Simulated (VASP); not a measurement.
# AgO2 (C2/m) in VASP: single point with PBE

Aim: the single point of AgO2 with PBE.

All numbers are computed with VASP 6.6.1; they aren't measurements. Logs are shortened: lines on timing, memory, paths and dates and some standing lists are left out, and cuts for length are marked.

## (1) The cell of the first run

It takes space group C2/m (No. 12, monoclinic). Conventional cell: a = 6.245 Å, b = 3.606 Å, c = 4.168 Å, α = 90.00°, β = 120.08°, γ = 90.00°. Within 3.1 Å of Ag (site symmetry 2/m) lie 6 O at 2.36 Å. Within 1.9 Å of O (site symmetry m) lie 1 O at 1.39 Å.

## (2) Single point, PBE

INCAR

```
SYSTEM = AgO2
PREC = Accurate
ENCUT = 700
EDIFF = 1E-6
ISMEAR = 0
SIGMA = 0.2
LREAL = .FALSE.
LASPH = .TRUE.
NELM = 120
ALGO = Normal
ISIF = 2
LWAVE = .FALSE.
LCHARG = .FALSE.
GGA = PE
NBANDS = 40
GGA_COMPAT = .FALSE.
```

KPOINTS

```
Automatic mesh
0
G
  6 6 4
  0 0 0
```

POSCAR

```
AgO2
1.0
    3.1219966123     -1.8029077302      0.0565243323
    0.9680982955     -1.8029077302      3.6243611443
   -3.1219966123     -5.4087231906     -0.0565243323
Ag O
2 4
Direct
    0.2500000000      0.5000000000      0.7500000000
    0.7500000000      0.5000000000      0.2500000000
    0.9040122032      0.1921618121      0.9679419949
    0.4040122032      0.1921618121      0.4679419949
    0.5959877968      0.8078381879      0.5320580051
    0.0959877968      0.8078381879      0.0320580051
```

Potentials or basis: VASP PAW PBE potentials, release 64 (Ag_sv_GW, O).

Run with:

```
$ cat potpaw_PBE.64/Ag_sv_GW/POTCAR potpaw_PBE.64/O/POTCAR > POTCAR
$ mpirun -np 1 vasp_std > vasp.out
```

OUTCAR:

```text
SYSTEM = AgO2
   PREC = Accurate
   ENCUT = 700
   EDIFF = 1E-6
   ISMEAR = 0
   LREAL = .FALSE.
   LASPH = .TRUE.
   NELM = 120
   ISIF = 2
   GGA = PE

 ion  position               nearest neighbor table
   1  0.250  0.500  0.750-
   2  0.750  0.500  0.250-
   3  0.904  0.192  0.968-   6 1.39
   4  0.404  0.192  0.468-   5 1.39
   5  0.596  0.808  0.532-   4 1.39
   6  0.096  0.808  0.032-   3 1.39

  LATTYP: Found a triclinic cell.
 ALAT       =     6.5787308336
 B/A-ratio  =     0.5480730914
 C/A-ratio  =     0.9493238099
 COS(alpha) =     0.0000608838
 COS(beta)  =     0.1588245225
 COS(gamma) =     0.8211599671

  Lattice vectors:

 A1 = (  -4.0900949078,   3.6058154604,  -3.6808854766)
 A2 = (  -3.1219966123,   1.8029077302,  -0.0565243323)
 A3 = (   3.1219966123,   5.4087231906,   0.0565243323)

Analysis of symmetry for initial positions (statically):
=====================================================================
 Subroutine PRICEL returns following result:

  LATTYP: Found a base centered monoclinic cell.
 ALAT       =     6.2450165244
 B/A-ratio  =     0.5773908598
 C/A-ratio  =     0.6673451886
 COS(beta)  =    -0.5012402274

  Lattice vectors:

 A1 = (  -3.1219966123,  -1.8029077302,  -0.0565243323)
 A2 = (  -3.1219966123,   1.8029077302,  -0.0565243323)
 A3 = (   2.1538983168,   0.0000000000,  -3.5678368120)

   2 primitive cells build up your supercell.

 Routine SETGRP: Setting up the symmetry group for a
 triclinic supercell.

 Subroutine GETGRP returns: Found  2 space group operations
 (whereof  2 operations were pure point group operations)
 out of a pool of  2 trial point group operations.

The static configuration has the point symmetry S_2 .

Analysis of symmetry for dynamics (positions and initial velocities):
=====================================================================
 Subroutine PRICEL returns following result:

  LATTYP: Found a base centered monoclinic cell.
 ALAT       =     6.2450165244
 B/A-ratio  =     0.5773908598
 C/A-ratio  =     0.6673451886
 COS(beta)  =    -0.5012402274

  Lattice vectors:

 A1 = (  -3.1219966123,  -1.8029077302,  -0.0565243323)
 A2 = (  -3.1219966123,   1.8029077302,  -0.0565243323)
 A3 = (   2.1538983168,   0.0000000000,  -3.5678368120)

   2 primitive cells build up your supercell.

 Routine SETGRP: Setting up the symmetry group for a
 triclinic supercell.

 Subroutine GETGRP returns: Found  2 space group operations
 (whereof  2 operations were pure point group operations)
 out of a pool of  2 trial point group operations.

The dynamic configuration has the point symmetry S_2 .

 Subroutine INISYM returns: Found  2 space group operations
 (whereof  2 operations are pure point group operations),
 and found     2 'primitive' translations

----------------------------------------------------------------------------------------

                                     Primitive cell

  volume of cell :      40.6034

  direct lattice vectors                    reciprocal lattice vectors
    -3.121996612 -1.802907730 -0.056524332    -0.158422353 -0.277329778 -0.095639363
    -3.121996612  1.802907730 -0.056524332    -0.158422353  0.277329778 -0.095639363
     2.153898317  0.000000000 -3.567836812     0.005019690  0.000000000 -0.277251497

  length of vectors
     3.605625345  3.605625345  4.167581730     0.333401163  0.333401163  0.277296935

  position of ions in fractional coordinates (direct lattice)
     0.500000000  0.500000000  0.500000000
     0.935883990  0.935883990  0.807838188
     0.064116010  0.064116010  0.192161812

  ion indices of the primitive-cell ions
   primitive index   ion index
                 1           1
                 2           4
                 3           6

----------------------------------------------------------------------------------------

 KPOINTS: Automatic mesh

Automatic generation of k-mesh.
 Grid dimensions read from file:
 generate k-points for:    6    6    4

 Generating k-lattice:

  Cartesian coordinates                     Fractional coordinates (reciprocal lattice)
     0.040442203 -0.023110815 -0.022298742     0.166666667  0.000000000  0.000000000
    -0.000836615  0.000000000  0.046208583     0.000000000  0.166666667 -0.000000000
    -0.019802794 -0.034666222 -0.011954920    -0.000000000  0.000000000  0.250000000

  Length of vectors
     0.051642187  0.046216156  0.041675145

  Shift w.r.t. Gamma in fractional coordinates (k-lattice)
     0.000000000  0.000000000  0.000000000

 Subroutine IBZKPT returns following result:
 ===========================================

 Found     76 irreducible k-points:

 Following reciprocal coordinates:
            Coordinates               Weight
  0.000000  0.000000  0.000000      1.000000
  0.166667  0.000000 -0.000000      2.000000
  0.333333 -0.000000 -0.000000      2.000000
  0.500000 -0.000000 -0.000000      1.000000
  0.000000  0.166667  0.000000      2.000000
  0.166667  0.166667 -0.000000      2.000000
[... 16 lines left out ...]
  0.333333  0.000000  0.250000      2.000000
  0.500000 -0.000000  0.250000      2.000000
 [... further k-points ...]
   k-points           NKPTS =     76   k-points in BZ     NKDIM =     76   number of bands    NBANDS=     40
   number of dos      NEDOS =    301   number of ions     NIONS =      6
   total plane-waves  NPLWV =  62208
   dimension x,y,z NGX =    32 NGY =   36 NGZ =   54
   dimension x,y,z NGXF=    64 NGYF=   72 NGZF=  108
   ions per type =               2   4
   NGX,Y,Z   is equivalent  to a cutoff of  14.75, 14.38, 14.37 a.u.
   NGXF,Y,Z  is equivalent  to a cutoff of  29.51, 28.76, 28.75 a.u.
 SYSTEM =  AgO2
   PREC   = accura    normal or accurate (medium, high low for compatibility)
   ISTART =      0    job   : 0-new  1-cont  2-samecut
   ICHARG =      2    charge: 1-file 2-atom 10-const
   ISPIN  =      1    spin polarized calculation?
   LNONCOLLINEAR =      F non collinear calculations
   LSORBIT =      F    spin-orbit coupling
   LASPH  =      T    aspherical Exc in radial PAW
   ENCUT  =  700.0 eV  51.45 Ry    7.17 a.u.   7.78  8.98 13.47*2*pi/ulx,y,z
   NELM   =    120;   NELMIN=  2; NELMDL= -5     # of ELM steps
   EDIFF  = 0.1E-05   stopping-criterion for ELM
   LREAL  =      F    real-space projection
   EDIFFG = 0.1E-04   stopping-criterion for IOM
   NSW    =      0    number of steps for IOM
   IBRION =     -1    ionic relax: 0-MD 1-quasi-New 2-CG
   NFREE  =      0    steps in history (QN), initial steepest desc. (CG)
   ISIF   =      2    stress and relaxation
   ISYM   =      2    0-nonsym 1-usesym 2-fastsym
   POTIM  = 0.5000    time-step for ionic-motion
   TEBEG  =    0.0;   TEEND  =   0.0 temperature during run
   PSTRESS=    0.0 pullay stress
   NELECT =      62.0000    total number of electrons
   NUPDOWN=      -1.0000    fix difference up-down
   EMIN   =  10.00;   EMAX   =-10.00  energy-range for DOS
   EFERMI =   0.00;   METHOD = LEGACY
   ISMEAR =     0;   SIGMA  =   0.20  broadening in eV -4-tet -1-fermi 0-gaus
   EFERMI_NEDOS =   21; number of points for ismear=-14 and -15
   IALGO  =     38    algorithm
   IMIX   =      4    mixing-type and parameters
     AMIX     =   0.40;   BMIX     =  1.00
     AMIX_MAG =   1.60;   BMIX_MAG =  1.00
  volume/ion in A,a.u.               =      13.53        91.34
  Fermi-wavevector in a.u.,A,eV,Ry     =   1.496263  2.827528 30.460780  2.238804
  Thomas-Fermi vector in A             =   2.608302
   LORBIT       =      0    0 simple, 1 ext, 2 COOP (PROOUT), +10 PAW based schemes
   GGA     = PE    functional components
   LHFCALC =     F    Hartree Fock is set to
   AEXX    =    0.0000 exact exchange contribution
   IVDW    =     0    specifies the selected vdW correction
   LEPSILON=     F    determine dielectric tensor
   LRPA    =     F    only Hartree local field effects (RPA)
 non-spin polarized calculation
 Gauss-broadening in eV      SIGMA  =   0.20
  energy-cutoff  :      700.00
  volume of cell :       81.21
 maximum number of plane-waves:      3436
   NGX = 15   NGY = 17   NGZ = 27

 number of electron      62.0000003 magnetization

 Free energy of the ion-electron system (eV)
  ---------------------------------------------------
  ext. energy  EPLUGINS =         0.00000000
  ---------------------------------------------------
  free energy    TOTEN  =       -21.00997119 eV

  energy without entropy =      -20.95423061  energy(sigma->0) =      -20.98210090

 E-fermi :   3.3187     XC(G=0): -10.4223

 val. band max:        3.3163249144   @ k =  -0.1667   0.3333   0.5000
 cond. band min:       3.3202467554   @ k =  -0.1667   0.1667   0.5000
 fundamental gap:      0.0039218409
 Fermi energy:         3.3187493947

 k-point     1 :       0.0000    0.0000    0.0000
  band No.  band energies     occupation
      1     -87.5324      2.00000
      2     -87.5321      2.00000
      3     -51.0475      2.00000
      4     -51.0447      2.00000
      5     -51.0429      2.00000
      6     -51.0392      2.00000
[... 32 lines left out ...]
     39      14.3551      0.00000
     40      15.8430      0.00000

 k-point     2 :       0.1667    0.0000   -0.0000
  band No.  band energies     occupation
      1     -87.5324      2.00000
      2     -87.5321      2.00000
      3     -51.0471      2.00000
      4     -51.0457      2.00000
      5     -51.0444      2.00000
      6     -51.0396      2.00000
[... 32 lines left out ...]
     39      13.7055      0.00000
     40      15.2414      0.00000

 k-point     3 :       0.3333   -0.0000   -0.0000
  band No.  band energies     occupation
      1     -87.5322      2.00000
      2     -87.5321      2.00000
      3     -51.0486      2.00000
      4     -51.0476      2.00000
      5     -51.0448      2.00000
      6     -51.0408      2.00000
[... 853 lines left out ...]
  band No.  band energies     occupation
      1     -87.5322      2.00000
      2     -87.5321      2.00000
      3     -51.0493      2.00000
      4     -51.0478      2.00000
      5     -51.0433      2.00000
      6     -51.0414      2.00000
[... 32 lines left out ...]
     39      13.3515      0.00000
     40      13.6282      0.00000

 k-point    24 :       0.5000   -0.0000    0.2500
  band No.  band energies     occupation
      1     -87.5321      2.00000
      2     -87.5321      2.00000
      3     -51.0502      2.00000
      4     -51.0495      2.00000
      5     -51.0426      2.00000
      6     -51.0419      2.00000
[... 32 lines left out ...]
     39      13.7007      0.00000
     40      13.8924      0.00000

 [... further k-points ...]

------------------------ aborting loop because EDIFF is reached ----------------------------------------

  FORCE on cell =-STRESS in cart. coord.  units (eV):
  Direction    XX          YY          ZZ          XY          YZ          ZX
  --------------------------------------------------------------------------------------
  -------------------------------------------------------------------------------------
  Total       -0.1949065     -0.1821556      0.6240272      0.0150193     -0.0235934     -0.0169945
  in kB       -3.8454303     -3.5938603     12.3118157      0.2963258     -0.4654880     -0.3352950
  external PRESSURE =       1.6241751 kB  Pullay stress =       0.0000000 kB

 VOLUME and BASIS-vectors are now :
 -----------------------------------------------------------------------------
  energy-cutoff  :      700.00
  volume of cell :       81.21
      direct lattice vectors                 reciprocal lattice vectors
     3.121996612 -1.802907730  0.056524332     0.242653219 -0.138664889 -0.133792453
     0.968098296 -1.802907730  3.624361144    -0.005019690  0.000000000  0.277251497
    -3.121996612 -5.408723191 -0.056524332    -0.079211176 -0.138664889 -0.047819681

 POSITION                                       TOTAL-FORCE (eV/Angst)
 -----------------------------------------------------------------------------------
     -1.07695     -5.40872      1.78392         0.000000      0.000000     -0.000000
      2.04505     -3.60582      1.84044         0.000000     -0.000000      0.000000
     -0.01356     -7.21163      0.69285         0.000154      0.008935      0.274500
     -0.01356     -3.60582      0.69285         0.000154      0.008935      0.274500
      0.98166     -5.40872      2.93151        -0.000154     -0.008935     -0.274500
      0.98166     -1.80291      2.93151        -0.000154     -0.008935     -0.274500
 -----------------------------------------------------------------------------------
    total drift:                                0.000000      0.000000      0.000000

  FREE ENERGIE OF THE ION-ELECTRON SYSTEM (eV)
  ---------------------------------------------------
  free  energy   TOTEN  =       -21.0099711865 eV

  energy  without entropy=      -20.9542306111  energy(sigma->0) =      -20.98210090
```

It took 4.8 min on 1 thread of AMD EPYC 7R43 (Zen 3), shared host; peak memory 0.45 GiB.

What came out:

```yaml
Free_energy: -21.0100 eV
Pressure: 0.2 GPa
Largest_force: 0.275 eV/Å
Band_gap_on_the_k_mesh: zero (bands 31 and 32 overlap by 1.18 eV)
```

Forces on the atoms (eV/Å):
```
Ag   0.000  0.000  0.000
Ag   0.000  0.000  0.000
O    0.000  0.009  0.275
O    0.000  0.009  0.275
O    0.000 -0.009 -0.275
O    0.000 -0.009 -0.275
```
